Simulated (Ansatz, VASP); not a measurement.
## One calculation of BiTe, two programs

The input INCAR:

```
SYSTEM = BiTe
PREC     = Accurate       ! precision mode
ENCUT    = 520            ! plane-wave cutoff, eV
EDIFF    = 1E-6           ! SCF threshold, eV
ISMEAR   = 1              ! smearing method
SIGMA    = 0.1            ! smearing width, eV
LREAL    = .False.        ! projectors in reciprocal space
LASPH    = .True.         ! aspherical terms in the spheres
NELM     = 60             ! most SCF steps
ALGO     = Normal         ! electronic algorithm
ISIF     = 2              ! what is computed and relaxed
LWAVE    = .False.        ! write WAVECAR
LCHARG   = .False.        ! write CHGCAR
GGA      = PS             ! functional
NBANDS   = 18             ! bands
```

File KPOINTS:

```
regular mesh
0
Gamma
  14 14 14
  0 0 0
```

File POSCAR:

```
BiTe
1.0
    0.0000000000      3.2997000000      3.2350000000
    3.2997000000      0.0000000000      3.2350000000
    3.2997000000      3.2997000000      0.0000000000
Bi Te
1 1
Direct
    0.0000000000      0.0000000000      0.0000000000
    0.5000000000      0.5000000000      0.5000000000
```

Input for Ansatz:

```yaml
crystal:
  lattice:
    - [0.0, 3.2997, 3.235]
    - [3.2997, 0.0, 3.235]
    - [3.2997, 3.2997, 0.0]
  atoms:
    - { symbol: Bi, position: [0.0, 0.0, 0.0] }
    - { symbol: Te, position: [0.5, 0.5, 0.5] }
basis:
  ecutwfc: 420
kpoints:
  mp_grid: { grid: [14, 14, 14] }
hamiltonian:
  xc: pbesol
scf:
  occupations: { method: cold, width: 0.1 }
output:
  forces: true
  stress: true
  eigenvalues: true
```

Change from the starting cell: strain +0.0200 x Voigt [1, 1, 0, 0, 0, 0], atoms carried along.

Alike in both runs: task single point; functional PBEsol; k mesh 14 × 14 × 14; no spin polarisation.

|  | VASP | Ansatz |
| --- | --- | --- |
| version | VASP 6.6.1 | Ansatz 0.2.0 |
| potentials or method | VASP PAW PBE potentials, release 64 (Bi_d, Te), cutoff 520 eV | scalar-relativistic, plane waves, PAW |
| occupations | methfessel-paxton of order 1, width 0.1 eV | cold, width 0.1 eV |
| valence electrons in the cell | 21 | 31 |

Ansatz gave:

| Item | Value |
| --- | --- |
| gap on the k mesh at the Fermi level (eV) | none |
| pressure (GPa) | -3.3 |
| traceless stress, the component that is largest in VASP (GPa) | 1.00 |

Q: What did VASP give for the same quantities?

A: gap on the k mesh at the Fermi level (eV): none; pressure (GPa): -3.4; traceless stress, the component that is largest in VASP (GPa): 0.96.

VASP's potentials were made for PBE, not for PBEsol. A gap of «none» marks a metal or a gap that the smearing closes. VASP's potentials hold 21 valence electrons a cell and Ansatz's 31, so a difference there can come from the potentials and not from the codes.

Neither program's run includes spin-orbit coupling.
